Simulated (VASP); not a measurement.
Wanted: the native input for a VASP 6.6.1 run.

| Item | Value |
| --- | --- |
| Task | single point |
| Functional | LDA |
| Potentials or basis | VASP PAW LDA potentials, release 64 (Cu) |
| Cutoff | 520 eV |
| k mesh | 15 × 15 × 15 |
| Occupations | methfessel-paxton, width 0.1 eV |
| Spin | no spin polarisation |
| Dipole correction | no |
| Further INCAR settings | ALGO = Normal; EDIFF = 1e-06; NBANDS = 12 |

The structure of Cu lies in POSCAR:

```
Cu
1.0
    0.0000000000      1.7588202533      1.7588202533
    1.7588202533      0.0000000000      1.7588202533
    1.7588202533      1.7588202533      0.0000000000
Cu
1
Direct
    0.0000000000      0.0000000000      0.0000000000
```

These files were run (other wordings do the same):

INCAR

```
SYSTEM = Cu
ALGO = Normal ; EDIFF = 1E-6
ENCUT = 520 ; GGA = CA
ISIF = 2 ; ISMEAR = 1
LASPH = .True. ; LCHARG = .True.
LELF = .True. ; LREAL = .False.
LVHAR = .True. ; LWAVE = .False.
NBANDS = 12 ; NELM = 80
PREC = Accurate ; SIGMA = 0.1
```

KPOINTS

```
k-points
0
Gamma
  15 15 15
  0 0 0
```

Potentials or basis: VASP PAW LDA potentials, release 64 (Cu).

The run is started by

```bash
$ cat potpaw_LDA.64/Cu/POTCAR > POTCAR
$ mpirun -np 1 vasp_std > vasp.out
```

It gave:

The pressure is 0.7 GPa.

Wall time 8.5 s on 1 thread of Intel Xeon 6975P-C (shared host), peak memory 0.12 GiB.
